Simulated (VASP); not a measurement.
A run of VASP 6.6.1 is set up as follows.

The input INCAR:

```
PREC = Accurate
ENCUT = 520
EDIFF = 1E-6
ISMEAR = 0
SIGMA = 0.1
LREAL = F
LASPH = T
NELM = 80
ALGO = Normal
ISIF = 2
LWAVE = F
LCHARG = F
GGA = PS
NBANDS = 30
```

KPOINTS

```
Automatic mesh
0
Gamma
  3 2 3
```

The input POSCAR:

```
Mg12Cu
1.0
    6.4200000000      0.0000000000      0.0000000000
   -4.8150000000      8.3398250000      0.0000000000
    0.0000000000      0.0000000000      5.2130400000
Mg Cu
12 1
Direct
   -0.0247991747     -0.0114056162      0.0341557444
    0.1646420528      0.2389910346      0.4705903273
   -0.0000396874      0.3304361344     -0.0258519137
    0.1696360774      0.5568380810      0.4911459594
    0.0005422871      0.6642811804     -0.0094875925
    0.1520221670      0.8635711866      0.4852014282
    0.5025296614     -0.0148664141      0.0298247236
    0.6907469110      0.2340282839      0.4699900330
    0.5124616322      0.3543804477      0.0098690526
    0.6649033018      0.5573394882      0.5052813354
    0.4964941908      0.6648163777      0.0083293419
    0.6679654142      0.8923928596      0.5280415688
    0.3288613665      0.1078754562      0.7469849915
```

Potentials or basis: VASP PAW PBE potentials, release 64 (Mg, Cu).

Launch:

```bash
$ cat potpaw_PBE.64/Mg/POTCAR potpaw_PBE.64/Cu/POTCAR > POTCAR
$ mpirun -np 1 vasp_std > vasp.out
```

**Question.** Predict the pressure.

**Answer.** 1.4 GPa.

**Question.** Predict the largest force.

**Answer.** 0.024 eV/Å.

Forces on the atoms (eV/Å):
```
Mg   0.001 -0.020 -0.013
Mg   0.005  0.011  0.008
Mg   0.000  0.008  0.003
Mg  -0.002 -0.001  0.000
Mg   0.001  0.008  0.001
Mg   0.001 -0.003 -0.001
Mg  -0.003 -0.018 -0.010
Mg  -0.005  0.013  0.009
Mg   0.000  0.000 -0.002
Mg   0.000 -0.009  0.002
Mg   0.001  0.002  0.000
Mg   0.000 -0.010 -0.006
Cu   0.001  0.020  0.009
```

Caveat: the k points lie up to 0.40 Å⁻¹ apart; the PAW data sets were made with another functional, which shifts forces and pressure a little.
